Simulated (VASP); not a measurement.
Runs of VASP 6.6.1 on HgTe (zincblende type). The structure is that of space group F-43m (No. 216), or close to it. The cells are those of the table. 

```tsv
cell	gap on the mesh (eV)	pressure (GPa)
a = 3.921 Å, angles 60.0°, 2 atoms	0.31	(b)
a = 4.223 Å, angles 60.0°, 2 atoms	none	(a)
a = 4.078 Å, angles 60.0°, 2 atoms	-	37.2
a = 4.360 Å, angles 60.0°, 2 atoms	none	8.9
a = 3.727 Å, angles 60.0°, 2 atoms	none	131.6
```

Alike in all rows: task single point; level LDA; potentials or basis VASP PAW LDA potentials, release 64 (Hg, Te); no spin polarisation; k mesh 11 × 11 × 11; cutoff (eV) 520; smearing fermi-dirac 0.05 eV.

**Question.** Fill in the values left out.

**Answer.** (a) 19.5; (b) 67.6.

Caveats: spin-orbit coupling is left out, which moves the levels of the heavy elements.

A k mesh can miss the band edges, and the runs leave out spin-orbit coupling on Hg, Te.

A gap of «none» marks levels without a gap at the run's occupations.
